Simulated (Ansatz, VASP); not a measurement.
Given: the input of a run of VASP 6.6.1 on MgS.

File INCAR:

```
SYSTEM = MgS
  ALGO = Normal
  EDIFF = 1E-6
  ENCUT = 520
  GGA = PE
  ISIF = 2
  ISMEAR = -1
  LASPH = .True.
  LCHARG = .False.
  LREAL = .False.
  LWAVE = .False.
  NBANDS = 11
  NELM = 60
  PREC = Accurate
  SIGMA = 0.05
```

The input KPOINTS:

```
k-points
0
Gamma
  8 8 8
  0 0 0
```

POSCAR

```
MgS
1.0
    0.0000000000      2.8704022176      2.8704022176
    2.8704022176      0.0000000000      2.8704022176
    2.8704022176      2.8704022176      0.0000000000
S Mg
1 1
Direct
    0.2500000000      0.2500000000      0.2500000000
    0.0000000000      0.0000000000      0.0000000000
```

Potentials or basis: VASP PAW PBE potentials, release 64 (S, Mg).

Command:

```console
$ cat potpaw_PBE.64/S/POTCAR potpaw_PBE.64/Mg/POTCAR > POTCAR
$ mpirun -np 1 vasp_std > vasp.out
```

Q: Set up the same calculation for Ansatz 0.2.0. Potentials there: all-electron LAPW, scalar-relativistic.

A: As run (the cutoff follows the program's own potentials):

Contents of input.yaml:

```yaml
crystal:
  lattice:
    - [0.0, 2.8704022176, 2.8704022176]
    - [2.8704022176, 0.0, 2.8704022176]
    - [2.8704022176, 2.8704022176, 0.0]
  atoms:
    - { symbol: S, position: [0.25, 0.25, 0.25] }
    - { symbol: Mg, position: [0.0, 0.0, 0.0] }
kpoints:
  mp_grid: { grid: [8, 8, 8] }
scf:
  occupations: { method: fermi_dirac, width: 0.05 }
hamiltonian:
  xc: pbe
  pseudopotentials: { kind: all_electron, lapw: { basis_error: 0.0005 } }
output:
  forces: true
  stress: true
  eigenvalues: true
```

Potentials or basis: all-electron LAPW, scalar-relativistic.

Run with:

```console
$ ansatz run input.yaml --threads 1 --pin off --max-ram 3072MiB --backend cpu --events-out ev --progress --plain --runs-dir out
```

Both were run:

|  | VASP | Ansatz | Ansatz less VASP |
| --- | --- | --- | --- |
| gap on the k mesh at the Fermi level (eV) | 3.25 | 3.26 | +0.003 |
| least direct gap on the mesh (eV) | 3.25 | 3.26 | +0.003 |
| pressure (GPa) | -1.3 | -1.2 | +0.16 |

Ansatz ran all-electron here, and VASP with PAW potentials.
